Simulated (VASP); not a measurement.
# Ti (Cmce) in VASP: notebook, part 2 of 2

VASP 6.6.1.

**3. Relaxation of cell and atoms, PBE**

File INCAR:

```
PREC = Accurate
ENCUT = 600
EDIFF = 1E-6
ISMEAR = 0
SIGMA = 0.1
LREAL = False
LASPH = True
NELM = 60
ALGO = Normal
ISIF = 3
LWAVE = False
LCHARG = False
GGA = PE
IBRION = 2
NSW = 90
EDIFFG = -0.04
```

File KPOINTS:

```
regular mesh
0
Gamma
  6 6 4
```

File POSCAR:

```
Ti
1.0
    1.6185514997     -5.1343778691      0.0000000000
    1.6185514997      5.1343778691      0.0000000000
    0.0000000000      0.0000000000      4.2835381079
Ti
4
Direct
    0.0980000000      0.9020000000      0.9100000000
    0.5980000000      0.4020000000      0.5900000000
    0.9020000000      0.0980000000      0.0900000000
    0.4020000000      0.5980000000      0.4100000000
```

Potentials or basis: VASP PAW PBE potentials, release 64 (Ti_sv).

The run is started by

```bash
$ cat potpaw_PBE.64/Ti_sv/POTCAR > POTCAR
$ mpirun -np 1 vasp_std > vasp.out
```

OUTCAR:

```text
PREC = Accurate
   ENCUT = 600
   EDIFF = 1E-6
   ISMEAR = 0
   LREAL = False
   LASPH = True
   NELM = 60
   ISIF = 3
   GGA = PE
   IBRION = 2
   NSW = 90
   EDIFFG = -0.04

 ion  position               nearest neighbor table
   1  0.098  0.902  0.910-   2 2.12   2 2.12   3 2.16
   2  0.598  0.402  0.590-   1 2.12   1 2.12   4 2.16
   3  0.902  0.098  0.090-   4 2.12   4 2.12   1 2.16
   4  0.402  0.598  0.410-   3 2.12   3 2.12   2 2.16

  LATTYP: Found a base centered orthorhombic cell.
 ALAT       =     3.2371029994
 B/A-ratio  =     3.1722054380
 C/A-ratio  =     1.3232628399

  Lattice vectors:

 A1 = (   1.6185514997,  -5.1343778691,   0.0000000000)
 A2 = (   1.6185514997,   5.1343778691,   0.0000000000)
 A3 = (   0.0000000000,   0.0000000000,   4.2835381079)

Analysis of symmetry for initial positions (statically):
=====================================================================
 Subroutine PRICEL returns:
 Original cell was already a primitive cell.

 Routine SETGRP: Setting up the symmetry group for a
 base centered orthorhombic supercell.

 Subroutine GETGRP returns: Found  8 space group operations
 (whereof  4 operations were pure point group operations)
 out of a pool of  8 trial point group operations.

The static configuration has the point symmetry C_2h.
 The point group associated with its full space group is D_2h.

Analysis of symmetry for dynamics (positions and initial velocities):
=====================================================================
 Subroutine PRICEL returns:
 Original cell was already a primitive cell.

 Routine SETGRP: Setting up the symmetry group for a
 base centered orthorhombic supercell.

 Subroutine GETGRP returns: Found  8 space group operations
 (whereof  4 operations were pure point group operations)
 out of a pool of  8 trial point group operations.

The dynamic configuration has the point symmetry C_2h.
 The point group associated with its full space group is D_2h.

 Subroutine INISYM returns: Found  8 space group operations
 (whereof  4 operations are pure point group operations),
 and found     1 'primitive' translations

----------------------------------------------------------------------------------------

                                     Primitive cell

  volume of cell :      71.1946

  direct lattice vectors                    reciprocal lattice vectors
     1.618551500 -5.134377869  0.000000000     0.308918190 -0.097382782  0.000000000
     1.618551500  5.134377869  0.000000000     0.308918190  0.097382782  0.000000000
     0.000000000  0.000000000  4.283538108     0.000000000  0.000000000  0.233451874

  length of vectors
     5.383451036  5.383451036  4.283538108     0.323904082  0.323904082  0.233451874

  position of ions in fractional coordinates (direct lattice)
     0.098000000  0.902000000  0.910000000
     0.598000000  0.402000000  0.590000000
     0.902000000  0.098000000  0.090000000
     0.402000000  0.598000000  0.410000000

  ion indices of the primitive-cell ions
   primitive index   ion index
                 1           1
                 2           2
                 3           3
                 4           4

[... 59 lines left out ...]
   NGX,Y,Z   is equivalent  to a cutoff of  14.82, 14.82, 13.97 a.u.
   NGXF,Y,Z  is equivalent  to a cutoff of  29.65, 29.65, 27.94 a.u.
 SYSTEM =  unknown system
   PREC   = accura    normal or accurate (medium, high low for compatibility)
   ISTART =      0    job   : 0-new  1-cont  2-samecut
   ICHARG =      2    charge: 1-file 2-atom 10-const
   ISPIN  =      1    spin polarized calculation?
   LNONCOLLINEAR =      F non collinear calculations
   LSORBIT =      F    spin-orbit coupling
   LASPH  =      T    aspherical Exc in radial PAW
   ENCUT  =  600.0 eV  44.10 Ry    6.64 a.u.  10.75 10.75  8.56*2*pi/ulx,y,z
   NELM   =     60;   NELMIN=  2; NELMDL= -5     # of ELM steps
   EDIFF  = 0.1E-05   stopping-criterion for ELM
   LREAL  =      F    real-space projection
   EDIFFG = -.4E-01   stopping-criterion for IOM
   NSW    =     90    number of steps for IOM
   IBRION =      2    ionic relax: 0-MD 1-quasi-New 2-CG
   NFREE  =      1    steps in history (QN), initial steepest desc. (CG)
   ISIF   =      3    stress and relaxation
   ISYM   =      2    0-nonsym 1-usesym 2-fastsym
   POTIM  = 0.5000    time-step for ionic-motion
   TEBEG  =    0.0;   TEEND  =   0.0 temperature during run
   PSTRESS=    0.0 pullay stress
   NELECT =      48.0000    total number of electrons
   NUPDOWN=      -1.0000    fix difference up-down
   EMIN   =  10.00;   EMAX   =-10.00  energy-range for DOS
   EFERMI =   0.00;   METHOD = LEGACY
   ISMEAR =     0;   SIGMA  =   0.10  broadening in eV -4-tet -1-fermi 0-gaus
   EFERMI_NEDOS =   21; number of points for ismear=-14 and -15
   IALGO  =     38    algorithm
   IMIX   =      4    mixing-type and parameters
     AMIX     =   0.40;   BMIX     =  1.00
     AMIX_MAG =   1.60;   BMIX_MAG =  1.00
  volume/ion in A,a.u.               =      17.80       120.11
  Fermi-wavevector in a.u.,A,eV,Ry     =   1.435510  2.712721 28.037379  2.060689
  Thomas-Fermi vector in A             =   2.554801
   LORBIT       =      0    0 simple, 1 ext, 2 COOP (PROOUT), +10 PAW based schemes
   GGA     = PE    functional components
   LHFCALC =     F    Hartree Fock is set to
   AEXX    =    0.0000 exact exchange contribution
   IVDW    =     0    specifies the selected vdW correction
   LEPSILON=     F    determine dielectric tensor
   LRPA    =     F    only Hartree local field effects (RPA)
 conjugate gradient relaxation of ions
 non-spin polarized calculation
 Gauss-broadening in eV      SIGMA  =   0.10
  energy-cutoff  :      600.00
  volume of cell :       71.19
 maximum number of plane-waves:      2406
 NGX is ok and might be reduce to    48
   NGX = 21   NGY = 21   NGZ = 17

--------------------------------------- Ionic step        1  -------------------------------------------

 number of electron      47.9999998 magnetization

 Free energy of the ion-electron system (eV)
  ---------------------------------------------------
  ext. energy  EPLUGINS =         0.00000000
  ---------------------------------------------------
  free energy    TOTEN  =       -24.02949452 eV

  energy without entropy =      -23.98893026  energy(sigma->0) =      -24.00921239

------------------------ aborting loop because EDIFF is reached ----------------------------------------

  FORCE on cell =-STRESS in cart. coord.  units (eV):
  Direction    XX          YY          ZZ          XY          YZ          ZX
  --------------------------------------------------------------------------------------
  -------------------------------------------------------------------------------------
  Total        5.8297378      2.8754329      5.0197704      0.0000000      0.0000000      0.0000000
  in kB      131.1935931     64.7093205    112.9659228      0.0000000      0.0000000      0.0000000
  external PRESSURE =     102.9562788 kB  Pullay stress =       0.0000000 kB
[... 63 lines left out ...]
--------------------------------------- Ionic step        3  -------------------------------------------

 number of electron      47.9999993 magnetization

 E-fermi :   5.0946     XC(G=0):  -9.9568

 val. band max:        5.0923951042   @ k =   0.5000   0.5000   0.2500
 cond. band min:       5.0963150750   @ k =   0.5000   0.3333   0.2500
 fundamental gap:      0.0039199708
 Fermi energy:         5.0946324069

 k-point     1 :       0.0000    0.0000    0.0000
  band No.  band energies     occupation
      1     -51.9424      2.00000
      2     -51.8816      2.00000
      3     -51.8718      2.00000
      4     -51.8156      2.00000
      5     -28.3880      2.00000
      6     -28.3033      2.00000
[... 766 lines left out ...]
  FREE ENERGIE OF THE ION-ELECTRON SYSTEM (eV)
  ---------------------------------------------------
  free  energy   TOTEN  =       -27.5091147276 eV

  energy  without entropy=      -27.4540944837  energy(sigma->0) =      -27.48160461

[... ionic steps 4 to 17 ...]

--------------------------------------- Ionic step       18  -------------------------------------------

 number of electron      48.0000013 magnetization

------------------------ aborting loop because EDIFF is reached ----------------------------------------
[... 71 lines left out ...]
--------------------------------------- Ionic step       20  -------------------------------------------

 number of electron      48.0000012 magnetization

 Free energy of the ion-electron system (eV)
  ---------------------------------------------------
  ext. energy  EPLUGINS =         0.00000000
  ---------------------------------------------------
  free energy    TOTEN  =       -30.72606010 eV

  energy without entropy =      -30.68867817  energy(sigma->0) =      -30.70736913

 E-fermi :   7.9836     XC(G=0): -11.4205

 val. band max:        7.9763857386   @ k =   0.1667   0.1667   0.0000
 cond. band min:       7.9963784443   @ k =   0.3333   0.3333   0.5000
 fundamental gap:      0.0199927057
 Fermi energy:         7.9836247763

 k-point     1 :       0.0000    0.0000    0.0000
  band No.  band energies     occupation
      1     -48.6573      2.00000
      2     -48.5538      2.00000
      3     -48.4794      2.00000
      4     -48.3941      2.00000
      5     -25.3495      2.00000
      6     -25.2089      2.00000
[... 766 lines left out ...]
  FREE ENERGIE OF THE ION-ELECTRON SYSTEM (eV)
  ---------------------------------------------------
  free  energy   TOTEN  =       -30.7260600968 eV

  energy  without entropy=      -30.6886781698  energy(sigma->0) =      -30.70736913

 reached required accuracy - stopping structural energy minimisation
```

OSZICAR:

```text
N       E                     dE             d eps       ncg     rms          rms(c)
DAV:   1     0.672175407391E+03    0.67218E+03   -0.27696E+04  2184   0.236E+03
DAV:   2     0.576161553651E+02   -0.61456E+03   -0.60500E+03  2184   0.662E+02
[... 232 lines left out ...]
DAV:   2    -0.307275408496E+02   -0.63767E-02   -0.11828E-01  2324   0.309E+00    0.329E-01
DAV:   3    -0.307261765325E+02    0.13643E-02   -0.87883E-03  2984   0.997E-01    0.136E-01
DAV:   4    -0.307259836654E+02    0.19287E-03   -0.16129E-03  3204   0.297E-01    0.456E-02
DAV:   5    -0.307260345290E+02   -0.50864E-04   -0.21995E-04  3184   0.116E-01    0.250E-02
DAV:   6    -0.307260596712E+02   -0.25142E-04   -0.67432E-05  3040   0.529E-02    0.345E-03
DAV:   7    -0.307260600968E+02   -0.42565E-06   -0.75239E-06  2112   0.188E-02
  20 F= -.30726060E+02 E0= -.30707369E+02  d E =-.684320E-03
```

CONTCAR:

```text
Ti
   1.00000000000000
     1.4658759611974284   -4.8520363117056107   -0.0000000000000000
     1.4658759611974284    4.8520363117056107    0.0000000000000000
     0.0000000000000000    0.0000000000000000    4.9271781797385454
  Ti
     4
Direct
     0.1349391557897048    0.8650608442102954    0.0000158518686271
     0.6349391557897046    0.3650608442102953    0.4999841481313732
     0.8650608442102954    0.1349391557897048    0.9999841481313729
     0.3650608442102953    0.6349391557897046    0.5000158518686272

  0.00000000E+00  0.00000000E+00  0.00000000E+00
  0.00000000E+00  0.00000000E+00  0.00000000E+00
  0.00000000E+00  0.00000000E+00  0.00000000E+00
  0.00000000E+00  0.00000000E+00  0.00000000E+00
```

It took 14 min on 1 thread of Intel Xeon 6975P-C (Granite Rapids), shared host; peak memory 0.33 GiB.

What came out:

```yaml
Free_energy: -30.7261 eV
Relaxed_volume: 17.52 Å³/atom
Relaxed_cell: a = 5.069 Å, b = 5.069 Å, c = 4.927 Å, α = 90.00°, β = 90.00°, γ = 146.38°
Space_group_after_relaxing_to_0.1_Å: Fmmm (No. 69)
Energy_gained_by_relaxing: 1674.1 meV/atom
Ionic_steps: 20
Pressure_after_relaxing: 0.1 GPa
Largest_force_after_relaxing: 0.017 eV/Å
Band_gap_on_the_k_mesh: zero (bands 24 and 25 overlap by 1.08 eV)
```

Forces in eV/Å, atoms in the order of the input:
```
Ti   0.000 -0.017 -0.001
Ti   0.000 -0.017  0.001
Ti   0.000  0.017  0.001
Ti   0.000  0.017 -0.001
```

Step by step:
| step | energy change (eV) | largest force (eV/Å) | pressure (GPa) | volume (Å³) |
| --- | --- | --- | --- | --- |
| 1 | 0.0000 | 3.8634 | 10.30 | 71.19 |
| 2 | -2.6746 | 3.0578 | -5.51 | 83.62 |
| 3 | -3.4796 | 1.5150 | -15.15 | 96.58 |
| 4 | -5.1997 | 1.1376 | -14.91 | 87.79 |
| 5 | -5.7675 | 1.8239 | -2.51 | 76.61 |
| 6 | -5.9456 | 0.9847 | -10.03 | 81.23 |
| 7 | -5.9738 | 1.0962 | -8.62 | 80.14 |
| 8 | -6.4240 | 0.6034 | -1.24 | 72.23 |
| 9 | -6.4563 | 0.4263 | 2.21 | 69.72 |
| 10 | -6.5066 | 0.1323 | 0.94 | 70.37 |
| 11 | -6.5228 | 0.2651 | -0.20 | 71.05 |
| 12 | -6.5726 | 0.3004 | -0.54 | 71.19 |
| 13 | -6.6704 | 0.3035 | -1.19 | 71.30 |
| 14 | -6.6698 | 0.3009 | -1.07 | 71.31 |
| 15 | -6.6718 | 0.3019 | -1.14 | 71.31 |
| 16 | -6.6894 | 0.1372 | 1.16 | 69.48 |
| 17 | -6.6898 | 0.1576 | 0.87 | 69.69 |
| 18 | -6.6951 | 0.0854 | -0.47 | 70.44 |
| 19 | -6.6959 | 0.0513 | -0.14 | 70.24 |
| 20 | -6.6966 | 0.0165 | 0.08 | 70.09 |

Final structure:
```xyz
4
Lattice="1.4659 -4.8520 0.0000 1.4659 4.8520 0.0000 0.0000 0.0000 4.9272" Properties=species:S:1:pos:R:3 pbc="T T T"
Ti    1.4659    3.5426    0.0001
Ti    1.4659   -1.3095    2.4635
Ti    1.4659   -3.5426    4.9271
Ti    1.4659    1.3095    2.4637
```

Caveat: the k points lie up to 0.37 Å⁻¹ apart in the final cell, too coarse for converged energies and pressures of a metal; a cell axis changed by over 15 % at a fixed basis, so the end point is rough.
